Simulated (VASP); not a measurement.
# Zr (Im-3m) in VASP: single point with LDA

Aim: the single point of Zr with LDA.

Everything below comes from runs of VASP 6.6.1. Logs are shortened: lines on timing, memory, paths and dates and some standing lists are left out, and cuts for length are marked.

**1. The cell of the first run**

Symmetry: Im-3m, No. 229, cubic system. The conventional cell has a = 3.495 Å, b = 3.495 Å, c = 3.495 Å, α = 90.00°, β = 90.00°, γ = 90.00°. Within 4.0 Å of Zr (site symmetry m-3m) lie 14 Zr at 3.03 to 3.50 Å.

**2. Single point, LDA**

File INCAR:

```
SYSTEM = Zr
PREC = Accurate
ENCUT = 520
EDIFF = 1E-7
ISMEAR = -1
SIGMA = 0.13605693000000002
LREAL = .False.
LASPH = .True.
NELM = 80
ALGO = Normal
ISIF = 2
LWAVE = .False.
LCHARG = .True.
LELF = .True.
LVHAR = .True.
NBANDS = 12
```

File KPOINTS:

```
regular mesh
0
Gamma
  13 13 13
  0 0 0
```

File POSCAR:

```
Zr
1.0
   -1.7475066533      1.7475066533      1.7475066533
    1.7475066533     -1.7475066533      1.7475066533
    1.7475066533      1.7475066533     -1.7475066533
Zr
1
Direct
    0.0000000000      0.0000000000      0.0000000000
```

Potentials or basis: VASP PAW LDA potentials, release 64 (Zr_sv).

Launch:

```
> cat potpaw_LDA.64/Zr_sv/POTCAR > POTCAR
> mpirun -np 1 vasp_std > vasp.out
```

OUTCAR:

```text
SYSTEM = Zr
   PREC = Accurate
   ENCUT = 520
   EDIFF = 1E-7
   ISMEAR = -1
   LREAL = .False.
   LASPH = .True.
   NELM = 80
   ISIF = 2

 ion  position               nearest neighbor table
   1  0.000  0.000  0.000-

  LATTYP: Found a body centered cubic cell.
 ALAT       =     3.4950133066

  Lattice vectors:

 A1 = (  -1.7475066533,   1.7475066533,   1.7475066533)
 A2 = (   1.7475066533,  -1.7475066533,   1.7475066533)
 A3 = (   1.7475066533,   1.7475066533,  -1.7475066533)

Analysis of symmetry for initial positions (statically):
=====================================================================
 Subroutine PRICEL returns:
 Original cell was already a primitive cell.

 Routine SETGRP: Setting up the symmetry group for a
 body centered cubic supercell.

 Subroutine GETGRP returns: Found 48 space group operations
 (whereof 48 operations were pure point group operations)
 out of a pool of 48 trial point group operations.

The static configuration has the point symmetry O_h .

Analysis of symmetry for dynamics (positions and initial velocities):
=====================================================================
 Subroutine PRICEL returns:
 Original cell was already a primitive cell.

 Routine SETGRP: Setting up the symmetry group for a
 body centered cubic supercell.

 Subroutine GETGRP returns: Found 48 space group operations
 (whereof 48 operations were pure point group operations)
 out of a pool of 48 trial point group operations.

The dynamic configuration has the point symmetry O_h .

 Subroutine INISYM returns: Found 48 space group operations
 (whereof 48 operations are pure point group operations),
 and found     1 'primitive' translations

----------------------------------------------------------------------------------------

                                     Primitive cell

  volume of cell :      21.3460

  direct lattice vectors                    reciprocal lattice vectors
    -1.747506653  1.747506653  1.747506653     0.000000000  0.286121944  0.286121944
     1.747506653 -1.747506653  1.747506653     0.286121944  0.000000000  0.286121944
     1.747506653  1.747506653 -1.747506653     0.286121944  0.286121944  0.000000000

  length of vectors
     3.026770310  3.026770310  3.026770310     0.404637533  0.404637533  0.404637533

  position of ions in fractional coordinates (direct lattice)
     0.000000000  0.000000000  0.000000000

  ion indices of the primitive-cell ions
   primitive index   ion index
                 1           1

----------------------------------------------------------------------------------------

 KPOINTS: regular mesh

Automatic generation of k-mesh.
 Grid dimensions read from file:
 generate k-points for:   13   13   13

 Generating k-lattice:

  Cartesian coordinates                     Fractional coordinates (reciprocal lattice)
     0.000000000  0.022009380  0.022009380     0.076923077  0.000000000  0.000000000
     0.022009380  0.000000000  0.022009380     0.000000000  0.076923077  0.000000000
     0.022009380  0.022009380  0.000000000     0.000000000  0.000000000  0.076923077

  Length of vectors
     0.031125964  0.031125964  0.031125964

  Shift w.r.t. Gamma in fractional coordinates (k-lattice)
     0.000000000  0.000000000  0.000000000

 Subroutine IBZKPT returns following result:
 ===========================================

 Found     84 irreducible k-points:

 Following reciprocal coordinates:
            Coordinates               Weight
  0.000000  0.000000  0.000000      1.000000
  0.076923  0.000000  0.000000     12.000000
  0.153846  0.000000  0.000000     12.000000
  0.230769  0.000000  0.000000     12.000000
  0.307692  0.000000  0.000000     12.000000
  0.384615  0.000000  0.000000     12.000000
[... 16 lines left out ...]
  0.153846  0.076923  0.076923     24.000000
  0.230769  0.076923  0.076923     24.000000
 [... further k-points ...]
   k-points           NKPTS =     84   k-points in BZ     NKDIM =     84   number of bands    NBANDS=     12
   number of dos      NEDOS =    301   number of ions     NIONS =      1
   total plane-waves  NPLWV =  13824
   dimension x,y,z NGX =    24 NGY =   24 NGZ =   24
   dimension x,y,z NGXF=    48 NGYF=   48 NGZF=   48
   ions per type =               1
   NGX,Y,Z   is equivalent  to a cutoff of  13.18, 13.18, 13.18 a.u.
   NGXF,Y,Z  is equivalent  to a cutoff of  26.36, 26.36, 26.36 a.u.
 SYSTEM =  Zr
   PREC   = accura    normal or accurate (medium, high low for compatibility)
   ISTART =      0    job   : 0-new  1-cont  2-samecut
   ICHARG =      2    charge: 1-file 2-atom 10-const
   ISPIN  =      1    spin polarized calculation?
   LNONCOLLINEAR =      F non collinear calculations
   LSORBIT =      F    spin-orbit coupling
   LASPH  =      T    aspherical Exc in radial PAW
   ENCUT  =  520.0 eV  38.22 Ry    6.18 a.u.   5.63  5.63  5.63*2*pi/ulx,y,z
   NELM   =     80;   NELMIN=  2; NELMDL= -5     # of ELM steps
   EDIFF  = 0.1E-06   stopping-criterion for ELM
   LREAL  =      F    real-space projection
   EDIFFG = 0.1E-05   stopping-criterion for IOM
   NSW    =      0    number of steps for IOM
   IBRION =     -1    ionic relax: 0-MD 1-quasi-New 2-CG
   NFREE  =      0    steps in history (QN), initial steepest desc. (CG)
   ISIF   =      2    stress and relaxation
   ISYM   =      2    0-nonsym 1-usesym 2-fastsym
   POTIM  = 0.5000    time-step for ionic-motion
   TEBEG  =    0.0;   TEEND  =   0.0 temperature during run
   PSTRESS=    0.0 pullay stress
   NELECT =      12.0000    total number of electrons
   NUPDOWN=      -1.0000    fix difference up-down
   EMIN   =  10.00;   EMAX   =-10.00  energy-range for DOS
   EFERMI =   0.00;   METHOD = LEGACY
   ISMEAR =    -1;   SIGMA  =   0.14  broadening in eV -4-tet -1-fermi 0-gaus
   EFERMI_NEDOS =   21; number of points for ismear=-14 and -15
   IALGO  =     38    algorithm
   IMIX   =      4    mixing-type and parameters
     AMIX     =   0.40;   BMIX     =  1.00
     AMIX_MAG =   1.60;   BMIX_MAG =  1.00
  volume/ion in A,a.u.               =      21.35       144.05
  Fermi-wavevector in a.u.,A,eV,Ry     =   1.351128  2.553261 24.838064  1.825546
  Thomas-Fermi vector in A             =   2.478575
   LORBIT       =      0    0 simple, 1 ext, 2 COOP (PROOUT), +10 PAW based schemes
   GGA     = CA    functional components
   LHFCALC =     F    Hartree Fock is set to
   AEXX    =    0.0000 exact exchange contribution
   IVDW    =     0    specifies the selected vdW correction
   LEPSILON=     F    determine dielectric tensor
   LRPA    =     F    only Hartree local field effects (RPA)
 non-spin polarized calculation
  energy-cutoff  :      520.00
  volume of cell :       21.35
 maximum number of plane-waves:       603
   NGX = 11   NGY = 11   NGZ = 11

 number of electron      12.0000000 magnetization

 Free energy of the ion-electron system (eV)
  ---------------------------------------------------
  ext. energy  EPLUGINS =         0.00000000
  ---------------------------------------------------
  free energy    TOTEN  =        -9.29667562 eV

  energy without entropy =       -9.19672739  energy(sigma->0) =       -9.24670150

 E-fermi :   9.4773     XC(G=0): -11.6891

 val. band max:        9.4733825869   @ k =   0.2308   0.0769   0.0769
 cond. band min:       9.4782672984   @ k =   0.1538   0.1538   0.0000
 fundamental gap:      0.0048847115
 Fermi energy:         9.4772583264

 k-point     1 :       0.0000    0.0000    0.0000
  band No.  band energies     occupation
      1     -38.5621      2.00000
      2     -16.0637      2.00000
      3     -16.0637      2.00000
      4     -16.0637      2.00000
      5       4.0352      2.00000
      6      10.6220      0.00044
      7      10.6220      0.00044
      8      10.6220      0.00044
      9      13.3539      0.00000
     10      13.3539      0.00000
     11      22.2117      0.00000
     12      22.2117      0.00000

 k-point     2 :       0.0769    0.0000    0.0000
  band No.  band energies     occupation
      1     -38.5497      2.00000
      2     -16.1439      2.00000
      3     -16.0876      2.00000
      4     -16.0644      2.00000
      5       4.2583      2.00000
      6      10.4716      0.00134
      7      10.5716      0.00064
      8      10.8403      0.00009
      9      13.1203      0.00000
     10      13.3504      0.00000
     11      22.4131      0.00000
     12      22.6113      0.00000

 k-point     3 :       0.1538    0.0000    0.0000
  band No.  band energies     occupation
      1     -38.5152      2.00000
      2     -16.3613      2.00000
      3     -16.1534      2.00000
      4     -16.0665      2.00000
      5       4.8724      2.00000
      6      10.0887      0.02210
      7      10.3426      0.00345
      8      11.4813      0.00000
      9      12.7940      0.00000
     10      13.3659      0.00000
     11      22.8116      0.00000
     12      23.7363      0.00000
[... 286 lines left out ...]
 k-point    23 :       0.1538    0.0769    0.0769
  band No.  band energies     occupation
      1     -38.4503      2.00000
      2     -16.7519      2.00000
      3     -16.2190      2.00000
      4     -16.1290      2.00000
      5       6.0640      2.00000
      6       9.4200      1.20740
      7       9.5168      0.85571
      8      13.0250      0.00000
      9      13.3386      0.00000
     10      13.4228      0.00000
     11      23.2849      0.00000
     12      24.2510      0.00000

 k-point    24 :       0.2308    0.0769    0.0769
  band No.  band energies     occupation
      1     -38.4026      2.00000
      2     -16.9859      2.00000
      3     -16.3425      2.00000
      4     -16.1383      2.00000
      5       6.7687      2.00000
      6       9.0263      1.92986
      7       9.4734      1.01424
      8      13.2008      0.00000
      9      13.7020      0.00000
     10      14.7128      0.00000
     11      22.2347      0.00000
     12      23.1369      0.00000

 [... further k-points ...]

------------------------ aborting loop because EDIFF is reached ----------------------------------------

  FORCE on cell =-STRESS in cart. coord.  units (eV):
  Direction    XX          YY          ZZ          XY          YZ          ZX
  --------------------------------------------------------------------------------------
  -------------------------------------------------------------------------------------
  Total       -0.0464933     -0.0464933     -0.0464933      0.0000000     -0.0000000      0.0000000
  in kB       -3.4896697     -3.4896697     -3.4896697      0.0000000     -0.0000000      0.0000000
  external PRESSURE =      -3.4896697 kB  Pullay stress =       0.0000000 kB

 VOLUME and BASIS-vectors are now :
 -----------------------------------------------------------------------------
  energy-cutoff  :      520.00
  volume of cell :       21.35
      direct lattice vectors                 reciprocal lattice vectors
    -1.747506653  1.747506653  1.747506653     0.000000000  0.286121944  0.286121944
     1.747506653 -1.747506653  1.747506653     0.286121944  0.000000000  0.286121944
     1.747506653  1.747506653 -1.747506653     0.286121944  0.286121944  0.000000000

 POSITION                                       TOTAL-FORCE (eV/Angst)
 -----------------------------------------------------------------------------------
      0.00000      0.00000      0.00000         0.000000      0.000000      0.000000
 -----------------------------------------------------------------------------------
    total drift:                                0.000000      0.000000      0.000000

  FREE ENERGIE OF THE ION-ELECTRON SYSTEM (eV)
  ---------------------------------------------------
  free  energy   TOTEN  =        -9.2966756167 eV

  energy  without entropy=       -9.1967273908  energy(sigma->0) =       -9.24670150
```

Run time: 9.2 s. Hardware: 1 thread of Intel Xeon 6975P-C, shared host; peak memory 0.14 GiB.

Results:

```yaml
Free_energy: -9.2967 eV
Pressure: -0.3 GPa
Band_gap_on_the_k_mesh: zero (band 6 reaches 10.62 eV, above the bottom of band 7 at 8.80 eV)
```
